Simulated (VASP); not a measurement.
Here is a VASP 6.6.1 calculation.

Contents of INCAR:

```
SYSTEM = Zr4Si3
PREC = Accurate
ENCUT = 500
EDIFF = 1E-6
ISMEAR = 0
SIGMA = 0.2
LREAL = .FALSE.
LASPH = .TRUE.
NELM = 120
ALGO = Normal
ISIF = 2
LWAVE = .FALSE.
LCHARG = .FALSE.
GGA = PE
NBANDS = 39
GGA_COMPAT = .FALSE.
```

The input KPOINTS:

```
regular mesh
0
G
  4 4 3
  0 0 0
```

File POSCAR:

```
Zr4Si3
1.0
    6.0231396544      0.0000000000      0.0000000000
   -3.0115698272      5.2161919513      0.0000000000
    0.0000000000      0.0000000000      5.2673816173
Zr Si
4 3
Direct
    0.5000000000      0.0000000000      0.5000000000
    0.0000000000      0.5000000000      0.5000000000
    0.5000000000      0.5000000000      0.5000000000
    0.0000000000      0.0000000000      0.5000000000
    0.5000000000      0.0000000000      0.0000000000
    0.0000000000      0.5000000000      0.0000000000
    0.5000000000      0.5000000000      0.0000000000
```

Potentials or basis: VASP PAW PBE potentials, release 64 (Zr_sv, Si).

The run is started by

```console
$ cat potpaw_PBE.64/Zr_sv/POTCAR potpaw_PBE.64/Si/POTCAR > POTCAR
$ mpirun -np 1 vasp_std > vasp.out
```

(1) Estimate the pressure.

(2) Predict the band gap on the k mesh.

Answers

(1) 0.1 GPa.

(2) zero (band 30 reaches 7.11 eV, above the bottom of band 31 at 6.79 eV).

Caveat: the k points lie up to 0.40 Å⁻¹ apart.
